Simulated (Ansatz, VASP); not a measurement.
**Sb2Au in VASP and in Ansatz**

```
Sb Au
1.0
     0.00000    3.37179    3.37179
     3.37179    0.00000    3.37179
     3.37179    3.37179    0.00000
Sb Au
2 1
Direct
  0.25000 0.25000 0.25000
  0.75000 0.75000 0.75000
  0.00000 0.00000 0.00000
```

Change from the starting cell: volume scaled by 1.04.

Alike in both runs: task single point; functional LDA; k mesh 9 × 9 × 9; occupations fermi-dirac, width 0.08 eV; no spin polarisation.

|  | VASP | Ansatz |
| --- | --- | --- |
| version | VASP 6.6.1 | Ansatz 0.2.0 |
| potentials or method | VASP PAW LDA potentials, release 64 (Sb, Au), cutoff 520 eV | all-electron LAPW, scalar-relativistic |

```csv
,VASP,Ansatz,Ansatz less VASP
pressure (GPa),-0.6,-0.7,-0.16
```

LDA's correlation is that of Perdew and Zunger in VASP and of Perdew and Wang (1992) in Ansatz. Ansatz ran all-electron here, and VASP with PAW potentials.

Neither program's run includes spin-orbit coupling.
